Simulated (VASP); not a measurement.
Cs2Li:

```
CELL_PARAMETERS angstrom
0.00000 4.89737 4.89737
4.89737 0.00000 4.89737
4.89737 4.89737 0.00000
ATOMIC_POSITIONS crystal
Cs 0.25000 0.25000 0.25000
Cs 0.75000 0.75000 0.75000
Li 0.00000 0.00000 0.00000
```

The cell was built from a structure type or drawn by symmetry, and may not be a known phase.

```yaml
Program: VASP 6.6.1
Task: relaxation of cell and atoms
Functional: PBE
Potentials_or_basis: VASP PAW PBE potentials, release 64 (Cs_sv, Li_sv)
Cutoff: 600 eV
k_mesh: 8 × 8 × 8
Occupations: gaussian, width 0.1 eV
Spin: no spin polarisation
```

At the start: pressure 0.3 GPa; volume 78.31 Å³/atom.

Q: How do energy, volume and symmetry change on relaxing?

A: Over 4 steps the energy falls by 7.6 meV/atom and the volume is 86.79 Å³/atom (+10.8 %); space group Fm-3m (No. 225, to 0.1 Å) before and after.

Step by step:
| step | energy change (eV) | largest force (eV/Å) | pressure (GPa) | volume (Å³) |
| --- | --- | --- | --- | --- |
| 1 | 0.0000 | 0.0000 | 0.31 | 234.92 |
| 2 | -0.0087 | 0.0000 | 0.24 | 240.07 |
| 3 | -0.0223 | 0.0000 | 0.05 | 255.96 |
| 4 | -0.0229 | 0.0000 | 0.00 | 260.38 |

Final structure:
```yaml
crystal:
  lattice:
    - [0.00000, 5.06826, 5.06826]
    - [5.06826, 0.00000, 5.06826]
    - [5.06826, 5.06826, 0.00000]
  atoms:
    - { symbol: Cs, position: [0.25000, 0.25000, 0.25000] }
    - { symbol: Cs, position: [0.75000, 0.75000, 0.75000] }
    - { symbol: Li, position: [0.00000, 0.00000, 0.00000] }
```

Caveat: the cutoff is under 1.25 times the usual one of these potentials, so pressure, stress and relaxed cells hold a basis-set (Pulay) error.
